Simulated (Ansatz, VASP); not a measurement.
## MgO: VASP beside Ansatz

```
CELL_PARAMETERS angstrom
5.52307 0.00000 0.00000
0.00000 5.52307 0.00000
0.00000 0.00000 5.52307
ATOMIC_POSITIONS crystal
Mg 0.25000 0.99485 0.50000
Mg 0.00000 0.50515 0.25000
Mg 0.50000 0.75000 0.00000
Mg 0.75000 0.99485 0.50000
Mg 0.00000 0.50515 0.75000
Mg 0.50000 0.25000 0.00000
O 0.25000 0.51130 0.00000
O 0.50000 0.98870 0.25000
O 0.00000 0.75000 0.50000
O 0.75000 0.51130 0.00000
O 0.50000 0.98870 0.75000
O 0.00000 0.25000 0.50000
```

Change from the starting cell: mode 14 frozen in at -0.043 Å and mode 24 at +0.029 Å (largest displacements).

Alike in both runs: task single point; functional LDA; k mesh 4 × 4 × 4; occupations gaussian, width 0.05 eV; no spin polarisation.

|  | VASP | Ansatz |
| --- | --- | --- |
| version | VASP 6.6.1 | Ansatz 0.2.0 |
| potentials or method | VASP PAW LDA potentials, release 64 (Mg, O), cutoff 520 eV | scalar-relativistic, plane waves, PAW |
| valence electrons in the cell | 48 | 96 |

|  | VASP | Ansatz | Ansatz less VASP |
| --- | --- | --- | --- |
| gap on the k mesh at the Fermi level (eV) | 2.85 | 2.86 | +0.009 |
| least direct gap on the mesh (eV) | 2.85 | 2.86 | +0.009 |
| pressure (GPa) | -0.5 | 0.2 | +0.71 |
| rms of the force components (eV/Å) | 0.256 | 0.249 | -0.0064 |

Ansatz warns that its potentials were made for another functional, while VASP's fit it. LDA's correlation is that of Perdew and Zunger in VASP and of Perdew and Wang (1992) in Ansatz. Atom by atom the forces differ by 0.006 eV/Å (rms over components). VASP's potentials hold 48 valence electrons a cell and Ansatz's 96, so a difference there can come from the potentials and not from the codes.
